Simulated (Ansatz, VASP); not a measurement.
Two plane-wave programs on PbO

```xyz
4
Lattice="4.0344 0.0000 0.0000 0.0000 4.0344 0.0000 0.0000 0.0000 4.9932" Properties=species:S:1:pos:R:3 pbc="T T T"
Pb    0.0000    2.0172    1.1871
Pb    2.0172    0.0000    3.8061
O     0.0000    0.0000    0.0000
O     2.0172    2.0172    0.0000
```

Alike in both runs: functional PBE; dispersion D3(BJ); k mesh 8 × 8 × 6; occupations gaussian, width 0.02 eV; no spin polarisation.

Ansatz relaxed the structure, and its values are those at the end. VASP's run is a single point on that final structure, the one shown.

```csv
,VASP,Ansatz
version,VASP 6.6.1,Ansatz 0.2.0
potentials or method,"VASP PAW PBE potentials, release 64 (Pb_d, O), cutoff 520 eV","scalar-relativistic, plane waves, PAW"
valence electrons in the cell,40,40
```

```tsv
	VASP	Ansatz	Ansatz less VASP
gap on the k mesh at the Fermi level (eV)	1.27	1.27	-0.006
least direct gap on the mesh (eV)	2.19	2.18	-0.001
pressure (GPa)	0.1	0.0	-0.08
rms of the force components (eV/Å)	0.016	0.000	-0.0157
```

Ansatz's warnings: relaxed geometry near dispersion switch.

Spin-orbit coupling is off throughout.
